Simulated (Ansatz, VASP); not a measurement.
Given: the input of a run of Ansatz 0.2.0 on MoS2.

input.yaml

```yaml
crystal:
  lattice:
    - [3.181935915, 0.0, 0.0]
    - [-1.5909679575, 2.7556373379, 0.0]
    - [0.0, 0.0, 12.3764259121]
  atoms:
    - { symbol: Mo, position: [0.3333333333, 0.6666666667, 0.25] }
    - { symbol: Mo, position: [0.6666666667, 0.3333333333, 0.75] }
    - { symbol: S, position: [0.3333333333, 0.6666666667, 0.6275] }
    - { symbol: S, position: [0.6666666667, 0.3333333333, 0.1275] }
    - { symbol: S, position: [0.3333333333, 0.6666666667, 0.8725] }
    - { symbol: S, position: [0.6666666667, 0.3333333333, 0.3725] }
kpoints:
  mp_grid: { grid: [10, 10, 3] }
scf:
  occupations: { method: fermi_dirac, width: 0.05 }
hamiltonian:
  xc: pbe
  pseudopotentials: { kind: all_electron, lapw: { basis_error: 0.001 } }
output:
  forces: true
  stress: true
  eigenvalues: true
```

Potentials or basis: all-electron LAPW, scalar-relativistic.

Command:

```console
$ ansatz run input.yaml --threads 4 --pin off --max-ram 12288MiB --backend cpu --events-out ev --progress --plain --runs-dir out
```

Translate it to VASP 6.6.1. Potentials there: VASP PAW PBE potentials, release 64 (Mo_sv, S).

As run (the cutoff follows the program's own potentials):

Contents of INCAR:

```
SYSTEM = MoS2
PREC = Accurate
ENCUT = 520
EDIFF = 1E-6
ISMEAR = -1
SIGMA = 0.05
LREAL = .FALSE.
LASPH = .TRUE.
NELM = 100
ALGO = Normal
ISIF = 2
LWAVE = .FALSE.
LCHARG = .FALSE.
GGA = PE
NBANDS = 35
```

The input KPOINTS:

```
Automatic mesh
0
G
  10 10 3
  0 0 0
```

Contents of POSCAR:

```
MoS2
1.0
    3.1819359150      0.0000000000      0.0000000000
   -1.5909679575      2.7556373379      0.0000000000
    0.0000000000      0.0000000000     12.3764259121
Mo S
2 4
Direct
    0.3333333333      0.6666666667      0.2500000000
    0.6666666667      0.3333333333      0.7500000000
    0.3333333333      0.6666666667      0.6275000000
    0.6666666667      0.3333333333      0.1275000000
    0.3333333333      0.6666666667      0.8725000000
    0.6666666667      0.3333333333      0.3725000000
```

Potentials or basis: VASP PAW PBE potentials, release 64 (Mo_sv, S).

The run is started by

```bash
$ cat potpaw_PBE.64/Mo_sv/POTCAR potpaw_PBE.64/S/POTCAR > POTCAR
$ mpirun -np 1 vasp_std > vasp.out
```

Both were run:

|  | VASP | Ansatz | Ansatz less VASP |
| --- | --- | --- | --- |
| gap on the k mesh at the Fermi level (eV) | 0.88 | 0.86 | -0.014 |
| least direct gap on the mesh (eV) | 1.83 | 1.82 | -0.003 |
| pressure (GPa) | 5.4 | 5.6 | +0.17 |
| traceless stress, the component that is largest in VASP (GPa) | 4.10 | 4.14 | +0.041 |
| rms of the force components (eV/Å) | 0.395 | 0.403 | +0.0080 |

Atom by atom the forces differ by 0.008 eV/Å (rms over components). Ansatz ran all-electron here, and VASP with PAW potentials.
